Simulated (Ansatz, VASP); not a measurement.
# GaN in VASP and in Ansatz

```
CELL_PARAMETERS angstrom
3.27859 0.00000 0.00000
-1.63930 2.75664 0.00000
0.00000 0.00000 5.18360
ATOMIC_POSITIONS crystal
Ga 0.33333 0.66667 0.99911
Ga 0.66667 0.33333 0.49911
N 0.33333 0.66667 0.37589
N 0.66667 0.33333 0.87589
```

Change from the starting cell: strain +0.0300 x Voigt [1, 0, 0, 0, 0, 0], atoms carried along.

Alike in both runs: task single point; functional r2SCAN; k mesh 12 × 12 × 6; occupations gaussian, width 0.05 eV; no spin polarisation.

|  | VASP | Ansatz |
| --- | --- | --- |
| version | VASP 6.6.1 | Ansatz 0.2.0 |
| potentials or method | VASP PAW PBE potentials, release 64 (Ga_d, N), cutoff 520 eV | scalar-relativistic, plane waves, PAW |
| valence electrons in the cell | 36 | 36 |

```csv
,VASP,Ansatz,Ansatz less VASP
gap on the k mesh at the Fermi level (eV),2.11,2.11,+0.006
least direct gap on the mesh (eV),2.11,2.11,+0.006
pressure (GPa),-4.3,-5.3,-0.97
"traceless stress, the component that is largest in VASP (GPa)",-6.15,-6.06,+0.095
rms of the force components (eV/Å),0.153,0.147,-0.0052
```

VASP's potentials were made for PBE, not for r2SCAN. Atom by atom the forces differ by 0.005 eV/Å (rms over components).
